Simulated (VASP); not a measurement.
The system is SiC.

```xyz
8
Lattice="3.0776 0.0000 0.0000 -1.5388 2.6652 0.0000 0.0000 0.0000 10.0767" Properties=species:S:1:pos:R:3 pbc="T T T"
Si    1.5388    0.8884    9.4504
Si    0.0000    1.7768    4.4120
Si    0.0000    0.0000    6.9317
Si    0.0000    0.0000    1.8933
C     1.5388    0.8884    7.5555
C     0.0000    1.7768    2.5172
C     0.0000    0.0000    5.0431
C     0.0000    0.0000    0.0047
```

Program: VASP 6.6.1. Alike in all runs: task single point; no spin polarisation; cell as given; cutoff (eV) 520; smearing gaussian 0.01 eV.

Q: Order these runs on this cell by their pressure, lowest first.
A. level PBE; potentials or basis VASP PAW PBE potentials, release 64 (Si, C); k mesh 6 × 6 × 2
B. level LDA; potentials or basis VASP PAW LDA potentials, release 64 (Si, C); k mesh 12 × 12 × 4
C. level r2SCAN; potentials or basis VASP PAW PBE potentials, release 64 (Si, C); k mesh 12 × 12 × 4

A: B (-3.8 GPa), C (-0.2 GPa), A (3.5 GPa).

Caveats: the PAW data sets were made with another functional, which shifts forces and pressure a little (some runs).
